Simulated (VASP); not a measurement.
# HgW (Pm-3m) in VASP: notebook, part 2 of 2

VASP 6.6.1. The steps go on from the part before.

### Step 3. Relaxation of cell and atoms, PBE

This run uses another cell than the first one, of 21.09 Å³/atom.

Contents of INCAR:

```
  PREC = Accurate
  ENCUT = 600
  EDIFF = 1E-6
  ISMEAR = 0
  SIGMA = 0.1
  LREAL = False
  LASPH = True
  NELM = 100
  ALGO = Fast
  ISIF = 3
  LWAVE = False
  LCHARG = False
  GGA = PE
  IBRION = 2
  NSW = 90
  EDIFFG = -0.04
```

Contents of KPOINTS:

```
Automatic mesh
0
Gamma
  6 6 6
```

Contents of POSCAR:

```
HgW
1.0
    3.4812102334      0.0000000000      0.0000000000
    0.0000000000      3.4812102334      0.0000000000
    0.0000000000      0.0000000000      3.4812102334
Hg W
1 1
Direct
    0.0000000000      0.0000000000      0.0000000000
    0.5000000000      0.5000000000      0.5000000000
```

Potentials or basis: VASP PAW PBE potentials, release 64 (Hg, W_sv).

Started as:

```
cat potpaw_PBE.64/Hg/POTCAR potpaw_PBE.64/W_sv/POTCAR > POTCAR
mpirun -np 1 vasp_std > vasp.out
```

OUTCAR:

```text
PREC = Accurate
   ENCUT = 600
   EDIFF = 1E-6
   ISMEAR = 0
   LREAL = False
   LASPH = True
   NELM = 100
   ISIF = 3
   GGA = PE
   IBRION = 2
   NSW = 90
   EDIFFG = -0.04

 ion  position               nearest neighbor table
   1  0.000  0.000  0.000-   2 3.01   2 3.01   2 3.01   2 3.01   2 3.01   2 3.01   2 3.01   2 3.01

   2  0.500  0.500  0.500-   1 3.01   1 3.01   1 3.01   1 3.01   1 3.01   1 3.01   1 3.01   1 3.01

  LATTYP: Found a simple cubic cell.
 ALAT       =     3.4812102334

  Lattice vectors:

 A1 = (   3.4812102334,   0.0000000000,   0.0000000000)
 A2 = (   0.0000000000,   3.4812102334,   0.0000000000)
 A3 = (   0.0000000000,   0.0000000000,   3.4812102334)

Analysis of symmetry for initial positions (statically):
=====================================================================
 Subroutine PRICEL returns:
 Original cell was already a primitive cell.

 Routine SETGRP: Setting up the symmetry group for a
 simple cubic supercell.

 Subroutine GETGRP returns: Found 48 space group operations
 (whereof 48 operations were pure point group operations)
 out of a pool of 48 trial point group operations.

The static configuration has the point symmetry O_h .

Analysis of symmetry for dynamics (positions and initial velocities):
=====================================================================
 Subroutine PRICEL returns:
 Original cell was already a primitive cell.

 Routine SETGRP: Setting up the symmetry group for a
 simple cubic supercell.

 Subroutine GETGRP returns: Found 48 space group operations
 (whereof 48 operations were pure point group operations)
 out of a pool of 48 trial point group operations.

The dynamic configuration has the point symmetry O_h .

 Subroutine INISYM returns: Found 48 space group operations
 (whereof 48 operations are pure point group operations),
 and found     1 'primitive' translations

----------------------------------------------------------------------------------------

                                     Primitive cell

  volume of cell :      42.1882

  direct lattice vectors                    reciprocal lattice vectors
     3.481210233  0.000000000  0.000000000     0.287256423  0.000000000  0.000000000
     0.000000000  3.481210233  0.000000000     0.000000000  0.287256423  0.000000000
     0.000000000  0.000000000  3.481210233     0.000000000  0.000000000  0.287256423

  length of vectors
     3.481210233  3.481210233  3.481210233     0.287256423  0.287256423  0.287256423

  position of ions in fractional coordinates (direct lattice)
     0.000000000  0.000000000  0.000000000
     0.500000000  0.500000000  0.500000000

  ion indices of the primitive-cell ions
   primitive index   ion index
                 1           1
                 2           2

----------------------------------------------------------------------------------------

 KPOINTS: Automatic mesh

Automatic generation of k-mesh.
 Grid dimensions read from file:
 generate k-points for:    6    6    6

 Generating k-lattice:

  Cartesian coordinates                     Fractional coordinates (reciprocal lattice)
     0.047876071  0.000000000  0.000000000     0.166666667  0.000000000  0.000000000
     0.000000000  0.047876071  0.000000000     0.000000000  0.166666667  0.000000000
     0.000000000  0.000000000  0.047876071     0.000000000  0.000000000  0.166666667

  Length of vectors
     0.047876071  0.047876071  0.047876071

  Shift w.r.t. Gamma in fractional coordinates (k-lattice)
     0.000000000  0.000000000  0.000000000

 Subroutine IBZKPT returns following result:
 ===========================================

 Found     20 irreducible k-points:

 Following reciprocal coordinates:
            Coordinates               Weight
  0.000000  0.000000  0.000000      1.000000
  0.166667  0.000000  0.000000      6.000000
  0.333333  0.000000  0.000000      6.000000
  0.500000  0.000000  0.000000      3.000000
  0.166667  0.166667  0.000000     12.000000
  0.333333  0.166667  0.000000     24.000000
[... 12 lines left out ...]
  0.500000  0.500000  0.333333      6.000000
  0.500000  0.500000  0.500000      1.000000
   k-points           NKPTS =     20   k-points in BZ     NKDIM =     20   number of bands    NBANDS=     17
   number of dos      NEDOS =    301   number of ions     NIONS =      2
   total plane-waves  NPLWV =  21952
   dimension x,y,z NGX =    28 NGY =   28 NGZ =   28
   dimension x,y,z NGXF=    56 NGYF=   56 NGZF=   56
   ions per type =               1   1
   NGX,Y,Z   is equivalent  to a cutoff of  13.37, 13.37, 13.37 a.u.
   NGXF,Y,Z  is equivalent  to a cutoff of  26.74, 26.74, 26.74 a.u.
 SYSTEM =  unknown system
   PREC   = accura    normal or accurate (medium, high low for compatibility)
   ISTART =      0    job   : 0-new  1-cont  2-samecut
   ICHARG =      2    charge: 1-file 2-atom 10-const
   ISPIN  =      1    spin polarized calculation?
   LNONCOLLINEAR =      F non collinear calculations
   LSORBIT =      F    spin-orbit coupling
   LASPH  =      T    aspherical Exc in radial PAW
   ENCUT  =  600.0 eV  44.10 Ry    6.64 a.u.   6.95  6.95  6.95*2*pi/ulx,y,z
   NELM   =    100;   NELMIN=  2; NELMDL= -5     # of ELM steps
   EDIFF  = 0.1E-05   stopping-criterion for ELM
   LREAL  =      F    real-space projection
   EDIFFG = -.4E-01   stopping-criterion for IOM
   NSW    =     90    number of steps for IOM
   IBRION =      2    ionic relax: 0-MD 1-quasi-New 2-CG
   NFREE  =      1    steps in history (QN), initial steepest desc. (CG)
   ISIF   =      3    stress and relaxation
   ISYM   =      2    0-nonsym 1-usesym 2-fastsym
   POTIM  = 0.5000    time-step for ionic-motion
   TEBEG  =    0.0;   TEEND  =   0.0 temperature during run
   PSTRESS=    0.0 pullay stress
   NELECT =      26.0000    total number of electrons
   NUPDOWN=      -1.0000    fix difference up-down
   EMIN   =  10.00;   EMAX   =-10.00  energy-range for DOS
   EFERMI =   0.00;   METHOD = LEGACY
   ISMEAR =     0;   SIGMA  =   0.10  broadening in eV -4-tet -1-fermi 0-gaus
   EFERMI_NEDOS =   21; number of points for ismear=-14 and -15
   IALGO  =     68    algorithm
   IMIX   =      4    mixing-type and parameters
     AMIX     =   0.40;   BMIX     =  1.00
     AMIX_MAG =   1.60;   BMIX_MAG =  1.00
  volume/ion in A,a.u.               =      21.09       142.35
  Fermi-wavevector in a.u.,A,eV,Ry     =   1.393164  2.632699 26.407643  1.940907
  Thomas-Fermi vector in A             =   2.516837
   LORBIT       =      0    0 simple, 1 ext, 2 COOP (PROOUT), +10 PAW based schemes
   GGA     = PE    functional components
   LHFCALC =     F    Hartree Fock is set to
   AEXX    =    0.0000 exact exchange contribution
   IVDW    =     0    specifies the selected vdW correction
   LEPSILON=     F    determine dielectric tensor
   LRPA    =     F    only Hartree local field effects (RPA)
 conjugate gradient relaxation of ions
 non-spin polarized calculation
 RMM-DIIS sequential band-by-band and
 Gauss-broadening in eV      SIGMA  =   0.10
  energy-cutoff  :      600.00
  volume of cell :       42.19
 maximum number of plane-waves:      1434
 NGX is ok and might be reduce to    28
   NGX = 13   NGY = 13   NGZ = 13

--------------------------------------- Ionic step        1  -------------------------------------------

 number of electron      25.9999996 magnetization

 Free energy of the ion-electron system (eV)
  ---------------------------------------------------
  ext. energy  EPLUGINS =         0.00000000
  ---------------------------------------------------
  free energy    TOTEN  =       -10.23695242 eV

  energy without entropy =      -10.22462018  energy(sigma->0) =      -10.23078630

------------------------ aborting loop because EDIFF is reached ----------------------------------------

  FORCE on cell =-STRESS in cart. coord.  units (eV):
  Direction    XX          YY          ZZ          XY          YZ          ZX
  --------------------------------------------------------------------------------------
  -------------------------------------------------------------------------------------
  Total       -5.2010039     -5.2010039     -5.2010039     -0.0000000     -0.0000000     -0.0000000
  in kB     -197.5181490   -197.5181490   -197.5181490     -0.0000000     -0.0000000     -0.0000000
  external PRESSURE =    -197.5181490 kB  Pullay stress =       0.0000000 kB
[... 23 lines left out ...]
--------------------------------------- Ionic step        2  -------------------------------------------

 number of electron      25.9999998 magnetization

 E-fermi :  10.4567     XC(G=0): -14.1305

 val. band max:       10.4011259627   @ k =   0.3333   0.1667   0.0000
 cond. band min:      10.5794400230   @ k =   0.5000   0.5000   0.1667
 fundamental gap:      0.1783140603
 Fermi energy:        10.4566519217

 k-point     1 :       0.0000    0.0000    0.0000
  band No.  band energies     occupation
      1     -63.1791      2.00000
      2     -27.3833      2.00000
      3     -27.3833      2.00000
      4     -27.3833      2.00000
      5      -1.8610      2.00000
      6      -0.0469      2.00000
[... 496 lines left out ...]
--------------------------------------- Ionic step        5  -------------------------------------------

 number of electron      26.0000001 magnetization

 Free energy of the ion-electron system (eV)
  ---------------------------------------------------
  ext. energy  EPLUGINS =         0.00000000
  ---------------------------------------------------
  free energy    TOTEN  =       -10.69476667 eV

  energy without entropy =      -10.68530547  energy(sigma->0) =      -10.69003607

 E-fermi :   7.3176     XC(G=0): -12.7215

 val. band max:        7.2882357014   @ k =   0.5000   0.5000   0.5000
 cond. band min:       7.3214928478   @ k =   0.3333   0.1667   0.0000
 fundamental gap:      0.0332571464
 Fermi energy:         7.3175580421

 k-point     1 :       0.0000    0.0000    0.0000
  band No.  band energies     occupation
      1     -66.8238      2.00000
      2     -30.9335      2.00000
      3     -30.9335      2.00000
      4     -30.9335      2.00000
      5      -2.9370      2.00000
      6      -1.2637      2.00000
[... 418 lines left out ...]
  FREE ENERGIE OF THE ION-ELECTRON SYSTEM (eV)
  ---------------------------------------------------
  free  energy   TOTEN  =       -10.6947666721 eV

  energy  without entropy=      -10.6853054742  energy(sigma->0) =      -10.69003607

 reached required accuracy - stopping structural energy minimisation
```

CONTCAR:

```text
HgW
   1.00000000000000
     3.2989791098605981    0.0000000000000000   -0.0000000000000000
    -0.0000000000000000    3.2989791098605981   -0.0000000000000000
     0.0000000000000000   -0.0000000000000000    3.2989791098605981
  Hg              W
     1     1
Direct
     0.0000000000000000    0.0000000000000000    0.0000000000000000
     0.5000000000000000    0.5000000000000000    0.5000000000000000

  0.00000000E+00  0.00000000E+00  0.00000000E+00
  0.00000000E+00  0.00000000E+00  0.00000000E+00
```

Wall time 32 s (1 thread of AMD EPYC 9R45 (Zen 5), shared host); peak memory 0.15 GiB.

What came out:

```yaml
Free_energy: -10.6948 eV
Relaxed_volume: 17.95 Å³/atom
Relaxed_cell: a = 3.299 Å, b = 3.299 Å, c = 3.299 Å, α = 90.00°, β = 90.00°, γ = 90.00°
Space_group_after_relaxing_to_0.1_Å: Pm-3m (No. 221)
Pressure_after_relaxing: 0.0 GPa
Band_gap_on_the_k_mesh: zero (bands 13 and 14 overlap by 2.62 eV)
```

Final structure:
```cif
data_structure
_symmetry_space_group_name_H-M 'P 1'
_symmetry_Int_Tables_number 1
_cell_length_a 3.2990
_cell_length_b 3.2990
_cell_length_c 3.2990
_cell_angle_alpha 90.000
_cell_angle_beta 90.000
_cell_angle_gamma 90.000
_cell_volume 35.90
loop_
_atom_site_label
_atom_site_type_symbol
_atom_site_fract_x
_atom_site_fract_y
_atom_site_fract_z
_atom_site_occupancy
Hg1 Hg 0.00000 0.00000 0.00000 1
W1 W 0.50000 0.50000 0.50000 1
```

Caveat: spin-orbit coupling is left out, which moves the levels of the heavy elements.

The gap in the log of VASP goes by the Fermi energy; the results here count the filled bands.